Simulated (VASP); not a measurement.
A run of VASP 6.6.1 is set up as follows.

File INCAR:

```
PREC = Accurate
ENCUT = 520
EDIFF = 1E-7
ISMEAR = -1
SIGMA = 0.05
LREAL = False
LASPH = True
NELM = 100
ALGO = Normal
ISIF = 2
LWAVE = False
LCHARG = False
GGA = B5
ALDAX = 1.0
AGGAX = 1.0
AGGAC = 1.0
ALDAC = 0.0
NBANDS = 25
```

Contents of KPOINTS:

```
Automatic mesh
0
Gamma
  10 10 6
```

POSCAR

```
CuO
1.0
    0.0000000000     -2.0733527743     -2.0733527743
   -2.0733527743      0.0000000000     -2.0733527743
    2.0733527743      2.0733527743     -4.1467055485
Cu O
2 2
Direct
    0.5038875400      0.4769880100      0.4880064000
    0.0038875400      0.9769880100      0.9880064000
    0.7461124600      0.7730119900      0.7619936000
    0.2461124600      0.2730119900      0.2619936000
```

Potentials or basis: VASP PAW PBE potentials, release 64 (Cu, O).

Launch:

```bash
$ cat potpaw_PBE.64/Cu/POTCAR potpaw_PBE.64/O/POTCAR > POTCAR
$ mpirun -np 1 vasp_std > vasp.out
```

Problem. What does it give for the pressure?

Solution. 29.1 GPa.

Problem. Predict the band gap on the k mesh.

Solution. Zero (band 17 reaches 8.22 eV, above the bottom of band 18 at 6.99 eV).

Problem. Predict the largest force.

Solution. 1.681 eV/Å.

Stress tensor (GPa, compression positive):
```
25.05  0.37 -1.10
 0.37 26.10  1.63
-1.10  1.63 36.17
```

Caveat: the PAW data sets were made with another functional, which shifts forces and pressure a little; semilocal functionals often make such compounds metallic where correlation or magnetic order opens a gap, which also shifts bond lengths. With open d or f shells a metallic result of BLYP can be an artefact of self-interaction; +U or a hybrid may open a gap.
